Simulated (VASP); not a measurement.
# Mg3O4 in VASP: further runs

Mg3O4 is run at these levels: PBE; tasks: single point.

Everything below comes from runs of VASP 6.6.1. Logs are shortened: lines on timing, memory, paths and dates and some standing lists are left out, and cuts for length are marked.

## 1. The cell of the first run

The cell holds a slab with vacuum, 7 atoms: a = 3.009 Å, b = 3.009 Å, c = 19.780 Å, α = 90.00°, β = 90.00°, γ = 90.00°.

## 2. Single point, PBE, collinear spin

The input, INCAR:

```
ALGO = Normal
DIPOL = 0.5 0.5 0.336
EDIFF = 1E-7
ENCUT = 520
GGA = PE
IDIPOL = 3
ISIF = 2
ISMEAR = 0
ISPIN = 2
LASPH = T
LCHARG = F
LDIPOL = T
LORBIT = 11
LREAL = F
LWAVE = F
MAGMOM = 0 0 0 0 0 0 2
NBANDS = 28
NELM = 150
PREC = Accurate
SIGMA = 0.05
```

The input, KPOINTS:

```
k-points
0
Gamma
  9 9 1
```

The input, POSCAR:

```
Mg3O4
1.0
    3.0085896345      0.0000000000      0.0000000000
    0.0000000000      3.0085896345      0.0000000000
    0.0000000000      0.0000000000     19.7799623498
Mg O
3 4
Direct
    0.5000000000      0.5000000000      0.2022248541
    0.0000000000      0.0000000000      0.3100331121
    0.5000000000      0.5000000000      0.4161289127
    0.0000000000      0.0000000000      0.2022248541
    0.5000000000      0.5000000000      0.3095409237
    0.0000000000      0.0000000000      0.4186035445
    0.0000000000      0.0000000000      0.4948382896
```

Potentials or basis: VASP PAW PBE potentials, release 64 (Mg, O).

On the command line:

```sh
cat potpaw_PBE.64/Mg/POTCAR potpaw_PBE.64/O/POTCAR > POTCAR
mpirun -np 1 vasp_std > vasp.out
```

OUTCAR:

```text
EDIFF = 1E-7
   ENCUT = 520
   GGA = PE
   ISIF = 2
   ISMEAR = 0
   ISPIN = 2
   LASPH = T
   LORBIT = 11
   LREAL = F
   NELM = 150
   PREC = Accurate

 ion  position               nearest neighbor table
   1  0.500  0.500  0.202-   5 2.12   4 2.13   4 2.13   4 2.13   4 2.13   2 3.01   2 3.01   2 3.01
                             2 3.01
   2  0.000  0.000  0.310-   5 2.13   5 2.13   5 2.13   5 2.13   4 2.13   6 2.15   3 2.99   3 2.99
                             3 2.99   3 2.99   1 3.01   1 3.01   1 3.01   1 3.01
   3  0.500  0.500  0.416-   5 2.11   6 2.13   6 2.13   6 2.13   6 2.13   7 2.64   7 2.64   7 2.64
                             7 2.64   2 2.99   2 2.99   2 2.99   2 2.99
   4  0.000  0.000  0.202-   1 2.13   1 2.13   1 2.13   1 2.13   2 2.13
   5  0.500  0.500  0.310-   3 2.11   1 2.12   2 2.13   2 2.13   2 2.13   2 2.13
   6  0.000  0.000  0.419-   7 1.51   3 2.13   3 2.13   3 2.13   3 2.13   2 2.15
   7  0.000  0.000  0.495-   6 1.51   3 2.64   3 2.64   3 2.64   3 2.64

  LATTYP: Found a simple tetragonal cell.
 ALAT       =     3.0085896345
 C/A-ratio  =     6.5744966090

  Lattice vectors:

 A1 = (   3.0085896345,   0.0000000000,   0.0000000000)
 A2 = (   0.0000000000,   3.0085896345,   0.0000000000)
 A3 = (   0.0000000000,   0.0000000000,  19.7799623498)

Analysis of symmetry for initial positions (statically):
=====================================================================
 Subroutine PRICEL returns:
 Original cell was already a primitive cell.

 Routine SETGRP: Setting up the symmetry group for a
 simple tetragonal supercell.

 Subroutine GETGRP returns: Found  8 space group operations
 (whereof  8 operations were pure point group operations)
 out of a pool of 16 trial point group operations.

The static configuration has the point symmetry C_4v.

Analysis of symmetry for dynamics (positions and initial velocities):
=====================================================================
 Subroutine PRICEL returns:
 Original cell was already a primitive cell.

 Routine SETGRP: Setting up the symmetry group for a
 simple tetragonal supercell.

 Subroutine GETGRP returns: Found  8 space group operations
 (whereof  8 operations were pure point group operations)
 out of a pool of 16 trial point group operations.

The dynamic configuration has the point symmetry C_4v.

Analysis of structural, dynamic, and magnetic symmetry:
=====================================================================
 Subroutine PRICEL returns:
 Original cell was already a primitive cell.

 Routine SETGRP: Setting up the symmetry group for a
 simple tetragonal supercell.

 Subroutine GETGRP returns: Found  8 space group operations
 (whereof  8 operations were pure point group operations)
 out of a pool of 16 trial point group operations.

The overall configuration has the point symmetry C_4v.

 Subroutine INISYM returns: Found  8 space group operations
 (whereof  8 operations are pure point group operations),
 and found     1 'primitive' translations

----------------------------------------------------------------------------------------

                                     Primitive cell

  volume of cell :     179.0405

  direct lattice vectors                    reciprocal lattice vectors
     3.008589634  0.000000000  0.000000000     0.332381654  0.000000000  0.000000000
     0.000000000  3.008589634  0.000000000     0.000000000  0.332381654  0.000000000
     0.000000000  0.000000000 19.779962350     0.000000000  0.000000000  0.050556214

  length of vectors
     3.008589634  3.008589634 19.779962350     0.332381654  0.332381654  0.050556214

  position of ions in fractional coordinates (direct lattice)
     0.500000000  0.500000000  0.202224854
     0.000000000  0.000000000  0.310033112
     0.500000000  0.500000000  0.416128913
     0.000000000  0.000000000  0.202224854
     0.500000000  0.500000000  0.309540924
     0.000000000  0.000000000  0.418603545
     0.000000000  0.000000000  0.494838290

  ion indices of the primitive-cell ions
   primitive index   ion index
                 1           1
[... 54 lines left out ...]
   dimension x,y,z NGXF=    48 NGYF=   48 NGZF=  300
   ions per type =               3   4
   NGX,Y,Z   is equivalent  to a cutoff of  13.26, 13.26, 12.61 a.u.
   NGXF,Y,Z  is equivalent  to a cutoff of  26.52, 26.52, 25.21 a.u.
 SYSTEM =  unknown system
   PREC   = accura    normal or accurate (medium, high low for compatibility)
   ISTART =      0    job   : 0-new  1-cont  2-samecut
   ICHARG =      2    charge: 1-file 2-atom 10-const
   ISPIN  =      2    spin polarized calculation?
   LNONCOLLINEAR =      F non collinear calculations
   LSORBIT =      F    spin-orbit coupling
   LASPH  =      T    aspherical Exc in radial PAW
   ENCUT  =  520.0 eV  38.22 Ry    6.18 a.u.   5.59  5.59 36.78*2*pi/ulx,y,z
   NELM   =    150;   NELMIN=  2; NELMDL= -5     # of ELM steps
   EDIFF  = 0.1E-06   stopping-criterion for ELM
   LREAL  =      F    real-space projection
   EDIFFG = 0.1E-05   stopping-criterion for IOM
   NSW    =      0    number of steps for IOM
   IBRION =     -1    ionic relax: 0-MD 1-quasi-New 2-CG
   NFREE  =      0    steps in history (QN), initial steepest desc. (CG)
   ISIF   =      2    stress and relaxation
   ISYM   =      2    0-nonsym 1-usesym 2-fastsym
   POTIM  = 0.5000    time-step for ionic-motion
   TEBEG  =    0.0;   TEEND  =   0.0 temperature during run
   PSTRESS=    0.0 pullay stress
   NELECT =      30.0000    total number of electrons
   NUPDOWN=      -1.0000    fix difference up-down
   EMIN   =  10.00;   EMAX   =-10.00  energy-range for DOS
   EFERMI =   0.00;   METHOD = LEGACY
   ISMEAR =     0;   SIGMA  =   0.05  broadening in eV -4-tet -1-fermi 0-gaus
   EFERMI_NEDOS =   21; number of points for ismear=-14 and -15
   IALGO  =     38    algorithm
   IMIX   =      4    mixing-type and parameters
     AMIX     =   0.40;   BMIX     =  1.00
     AMIX_MAG =   1.60;   BMIX_MAG =  1.00
  volume/ion in A,a.u.               =      25.58       172.60
  Fermi-wavevector in a.u.,A,eV,Ry     =   0.902537  1.705547 11.082928  0.814572
  Thomas-Fermi vector in A             =   2.025752
   LORBIT       =     11    0 simple, 1 ext, 2 COOP (PROOUT), +10 PAW based schemes
   GGA     = PE    functional components
   LHFCALC =     F    Hartree Fock is set to
   AEXX    =    0.0000 exact exchange contribution
   IVDW    =     0    specifies the selected vdW correction
   LEPSILON=     F    determine dielectric tensor
   LRPA    =     F    only Hartree local field effects (RPA)
 spin polarized calculation
 Gauss-broadening in eV      SIGMA  =   0.05
  energy-cutoff  :      520.00
  volume of cell :      179.04
 maximum number of plane-waves:      4849
 NGX is ok and might be reduce to    24
   NGX = 11   NGY = 11   NGZ = 73

 number of electron      30.0000005 magnetization       0.0514595

 dipolmoment           0.000000      0.000000      0.272817 electrons x Angstroem

 Free energy of the ion-electron system (eV)
  ---------------------------------------------------
  ext. energy  EPLUGINS =         0.00000000
  ---------------------------------------------------
  free energy    TOTEN  =       -37.27695994 eV

  energy without entropy =      -37.27435229  energy(sigma->0) =      -37.27565611

 E-fermi :  -0.5286     XC(G=0):  -4.8924

 val. band max:       -0.5460839536   @ k =   0.3333   0.0000   0.0000
 cond. band min:      -0.5103964577   @ k =   0.4444   0.0000   0.0000
 fundamental gap:      0.0356874959
 Fermi energy:        -0.5285770832

 spin component 1

 k-point     1 :       0.0000    0.0000    0.0000
  band No.  band energies     occupation
      1     -23.3609      1.00000
      2     -21.3378      1.00000
      3     -20.1723      1.00000
      4     -16.6007      1.00000
      5      -8.3561      1.00000
      6      -7.0910      1.00000
[... 439 lines left out ...]
     26       8.1418      0.00000
     27       8.5871      0.00000
 Fermi energy:        -0.5285770832

 spin component 2

 k-point     1 :       0.0000    0.0000    0.0000
  band No.  band energies     occupation
      1     -23.3431      1.00000
      2     -21.3372      1.00000
      3     -20.1720      1.00000
      4     -16.5486      1.00000
      5      -8.3458      1.00000
      6      -7.0831      1.00000
[... 439 lines left out ...]
     26       8.1469      0.00000
     27       8.5882      0.00000
 [bands above 27 left out]

------------------------ aborting loop because EDIFF is reached ----------------------------------------

 vacuum level on the upper side and lower side of the slab       (xc-potential included)         2.481        -2.986

  FORCE on cell =-STRESS in cart. coord.  units (eV):
  Direction    XX          YY          ZZ          XY          YZ          ZX
  --------------------------------------------------------------------------------------
  -------------------------------------------------------------------------------------
  Total       -2.1233118     -2.1233118      0.2825579      0.0000000      0.0000000      0.0000000
  in kB      -19.0008478    -19.0008478      2.5285213      0.0000000      0.0000000      0.0000000
  external PRESSURE =     -11.8243914 kB  Pullay stress =       0.0000000 kB

 VOLUME and BASIS-vectors are now :
 -----------------------------------------------------------------------------
  energy-cutoff  :      520.00
  volume of cell :      179.04
      direct lattice vectors                 reciprocal lattice vectors
     3.008589634  0.000000000  0.000000000     0.332381654  0.000000000  0.000000000
     0.000000000  3.008589634  0.000000000     0.000000000  0.332381654  0.000000000
     0.000000000  0.000000000 19.779962350     0.000000000  0.000000000  0.050556214

 POSITION                                       TOTAL-FORCE (eV/Angst)
 -----------------------------------------------------------------------------------
      1.50429      1.50429      4.00000        -0.000000     -0.000000     -0.020940
      0.00000      0.00000      6.13244        -0.000000     -0.000000     -0.617464
      1.50429      1.50429      8.23101        -0.000000      0.000000      3.127162
      0.00000      0.00000      4.00000        -0.000000      0.000000      0.004806
      1.50429      1.50429      6.12271        -0.000000     -0.000000      0.522535
      0.00000      0.00000      8.27996         0.000000     -0.000000     -3.170542
      0.00000      0.00000      9.78788        -0.000000     -0.000000      0.154443
 -----------------------------------------------------------------------------------
    total drift:                                0.000000      0.000000     -0.001688

  FREE ENERGIE OF THE ION-ELECTRON SYSTEM (eV)
  ---------------------------------------------------
  free  energy   TOTEN  =       -37.2769599442 eV

  energy  without entropy=      -37.2743522858  energy(sigma->0) =      -37.27565611

 vacuum level on the upper side and lower side of the slab         6.601         1.007

 total charge

# of ion       s       p       d       tot
------------------------------------------
    1        0.143   0.149   0.061   0.352
    2        0.145   0.166   0.073   0.383
    3        0.117   0.143   0.065   0.326
    4        1.545   3.489   0.000   5.034
    5        1.545   3.538   0.000   5.083
    6        1.547   3.492   0.000   5.039
    7        1.618   3.184   0.000   4.802
--------------------------------------------------
tot          6.660  14.162   0.198  21.020

 magnetization (x)

# of ion       s       p       d       tot
------------------------------------------
    1        0.000   0.000   0.000   0.000
    2        0.000  -0.000  -0.000  -0.000
    3       -0.000  -0.000  -0.000  -0.000
    4        0.000   0.000   0.000   0.000
    5       -0.000  -0.000   0.000  -0.000
    6        0.000   0.003   0.000   0.003
    7        0.000   0.041   0.000   0.041
--------------------------------------------------
tot          0.000   0.044  -0.000   0.045
```

Run time: 2.7 min. Hardware: 1 thread of Intel Xeon 6975P-C (Granite Rapids), shared host; peak memory 0.4 GiB.

What came out:

* Free energy: -37.2770 eV
* Largest force: 3.171 eV/Å
* Net moment: 0.05 μB per cell
* Site moments: Mg +0.00, -0.00 (each value once); O +0.00, -0.00, +0.04 (each value once) μB
* Valence electrons inside the program's atomic spheres: Mg 0.35, 0.38, 0.33; O 5.03, 5.08, 5.04, 4.80

Forces in eV/Å, atoms in the order of the input:
```
Mg   0.000  0.000 -0.021
Mg   0.000  0.000 -0.617
Mg   0.000  0.000  3.127
O    0.000  0.000  0.005
O    0.000  0.000  0.523
O    0.000  0.000 -3.171
O    0.000  0.000  0.154
```

Levels at points of the mesh, in eV from the Fermi level:
Spin up:
```csv
k point,band 13,band 14,band 15,band 16,band 17,band 18
"(0.00, 0.00, 0.00)",-4.05,-0.33,-0.22,-0.22,1.13,2.12
```
Spin down:
```tsv
k point	band 12	band 13	band 14	band 15	band 16	band 17	band 18	band 19
(0.00, 0.00, 0.00)	-4.05	-4.05	-0.33	-0.13	-0.13	1.13	2.13	2.65
```

## 3. Single point, PBE, collinear spin

The input, INCAR:

```
  PREC = Accurate
  ENCUT = 520
  EDIFF = 1E-6
  ISMEAR = 0
  SIGMA = 0.05
  LREAL = False
  LASPH = True
  NELM = 150
  ALGO = Normal
  ISIF = 2
  LWAVE = False
  LCHARG = False
  ISPIN = 2
  MAGMOM = 0 0 0 0 0 0 2
  LORBIT = 11
  LDIPOL = True
  IDIPOL = 3
  DIPOL = 0.5 0.5 0.340
  GGA = PE
  NBANDS = 28
```

The input, KPOINTS:

```
Automatic mesh
0
Gamma
  9 9 1
```

Edit POSCAR of step 2 so:

```diff
@@ -14,2 +14,2 @@
     0.0000000000      0.0000000000      0.4186035445
-    0.0000000000      0.0000000000      0.4948382896
+    0.5000000000      0.5000000000      0.5209563638
```

Potentials or basis: VASP PAW PBE potentials, release 64 (Mg, O).

On the command line:

```sh
cat potpaw_PBE.64/Mg/POTCAR potpaw_PBE.64/O/POTCAR > POTCAR
mpirun -np 1 vasp_std > vasp.out
```

Wall time 1.9 min (1 thread of Intel Xeon 6975P-C (Granite Rapids), shared host); peak memory 0.39 GiB.

It converged, with:

```yaml
Free_energy: -37.3225 eV
Largest_force: 1.029 eV/Å
Band_gap_on_the_k_mesh: 0.28 eV (least direct gap 0.68 eV)
Net_moment: 2.00 μB per cell
Site_moments: Mg +0.00, -0.01 (each value once); O +0.00, +0.02, +0.22, +1.37 μB
Valence_electrons_inside_the_program's_atomic_spheres: Mg 0.35, 0.39 (each value once); O 5.03, 5.08, 5.00, 4.63
```

Forces on the atoms (eV/Å):
```
Mg   0.000  0.000  0.451
Mg   0.000  0.000 -0.030
Mg   0.000  0.000  1.029
O    0.000  0.000 -0.432
O    0.000  0.000 -0.069
O    0.000  0.000 -0.940
O    0.000  0.000 -0.009
```

Levels at points of the mesh, in eV from the valence-band top:
Spin up:
| k point | band 12 | band 13 | band 14 | band 15 | band 16 | band 17 | band 18 | band 19 | band 20 | band 21 |
| --- | --- | --- | --- | --- | --- | --- | --- | --- | --- | --- |
| (0.00, 0.00, 0.00) | -0.80 | -0.80 | -0.72 | -0.35 | -0.35 | 2.88 | 4.81 | 5.79 | 7.06 | 7.76 |
Spin down:
| k point | band 10 | band 11 | band 12 | band 13 | band 14 | band 15 | band 16 | band 17 | band 18 | band 19 |
| --- | --- | --- | --- | --- | --- | --- | --- | --- | --- | --- |
| (0.00, 0.00, 0.00) | -0.77 | -0.77 | -0.24 | -0.24 | -0.11 | 1.46 | 1.46 | 2.89 | 4.82 | 5.86 |

The gap in the log of VASP goes by the Fermi energy; the results here count the filled bands.